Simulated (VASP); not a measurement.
Runs of VASP 6.6.1 on MgO2. The structure is that of space group R-3m (No. 166), or close to it. The cells are those of the table. 

| cell | gap on the mesh (eV) | pressure (GPa) | largest force (eV/Å) |
| --- | --- | --- | --- |
| a = 3.779 Å, angles 48.9°, 3 atoms | 4.02 | (a) | 1.48 |
| a = 3.856 Å, angles 47.9°, 3 atoms | 3.41 | 5.4 | 0.48 |
| a = 3.757 Å, angles 47.9°, 3 atoms | (b) | 20.9 | 0.99 |
| a = 3.912 Å, angles 45.9°, 3 atoms | 2.73 | 6.8 | (c) |
| a = 4.069 Å, angles 44.0°, 3 atoms | 1.71 | -3.1 | 1.59 |
| a = 3.878 Å, angles 48.9°, 3 atoms | (d) | -0.8 | 0.85 |
| a = 3.801 Å, angles 49.9°, 3 atoms | 3.88 | 5.2 | 1.90 |
| a = 3.933 Å, angles 46.9°, 3 atoms | 2.84 | -0.3 | 0.29 |
| a = 3.835 Å, angles 46.9°, 3 atoms | 3.32 | 13.3 | 0.02 |
| a = 3.991 Å, angles 44.9°, 3 atoms | 2.20 | 1.4 | 1.23 |

Alike in all rows: task single point; level r2SCAN; potentials or basis VASP PAW PBE potentials, release 64 (Mg, O); no spin polarisation; k mesh 12 × 12 × 12; cutoff (eV) 520; smearing gaussian 0.05 eV.

Problem. Estimate the missing entries.

Solution. (a) 12.1; (b) 3.97; (c) 0.71; (d) 3.47.

Caveats: the PAW data sets were made with another functional, which shifts forces and pressure a little.

A k mesh can miss the band edges.
